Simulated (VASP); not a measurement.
Wanted: the native input for a VASP 6.6.1 run.

```
Task                   : single point
Functional             : PBEsol
Potentials or basis    : VASP PAW PBE potentials, release 64 (Al, N)
Cutoff                 : 520 eV
k mesh                 : 9 × 9 × 6
Occupations            : gaussian, width 0.05 eV
Spin                   : no spin polarisation
Dipole correction      : no
Further INCAR settings : ALGO = Normal; EDIFF = 1e-06; NBANDS = 16
```

The structure of AlN lies in POSCAR:

```
AlN
1.0
    3.3212000000      0.0000000000      0.0000000000
   -1.6606000000      2.8762435710      0.0000000000
    0.0000000000      0.0000000000      4.2642000000
Al N
2 2
Direct
    0.3333333333      0.6666666667      0.7500000000
    0.6666666667      0.3333333333      0.2500000000
    0.3333333333      0.6666666667      0.2500000000
    0.6666666667      0.3333333333      0.7500000000
```

One way to write it, as run:

INCAR

```
SYSTEM = AlN
ALGO     = Normal         ! electronic algorithm
EDIFF    = 1E-6           ! SCF threshold, eV
ENCUT    = 520            ! plane-wave cutoff, eV
GGA      = PS             ! functional
ISIF     = 2              ! what is computed and relaxed
ISMEAR   = 0              ! smearing method
LASPH    = .TRUE.         ! aspherical terms in the spheres
LCHARG   = .FALSE.        ! write CHGCAR
LREAL    = .FALSE.        ! projectors in reciprocal space
LWAVE    = .FALSE.        ! write WAVECAR
NBANDS   = 16             ! bands
NELM     = 60             ! most SCF steps
PREC     = Accurate       ! precision mode
SIGMA    = 0.05           ! smearing width, eV
```

KPOINTS

```
k-points
0
G
  9 9 6
  0 0 0
```

Potentials or basis: VASP PAW PBE potentials, release 64 (Al, N).

Command:

```sh
$ cat potpaw_PBE.64/Al/POTCAR potpaw_PBE.64/N/POTCAR > POTCAR
$ mpirun -np 1 vasp_std > vasp.out
```

Results of the run:

The pressure is -7.6 GPa and the band gap on the k mesh is 2.97 eV, direct.

Caveat: the PAW data sets were made with another functional, which shifts forces and pressure a little.

Run time: 20 s on 1 thread of Intel Xeon 6975P-C, with other jobs on the host, peak memory 0.17 GiB.
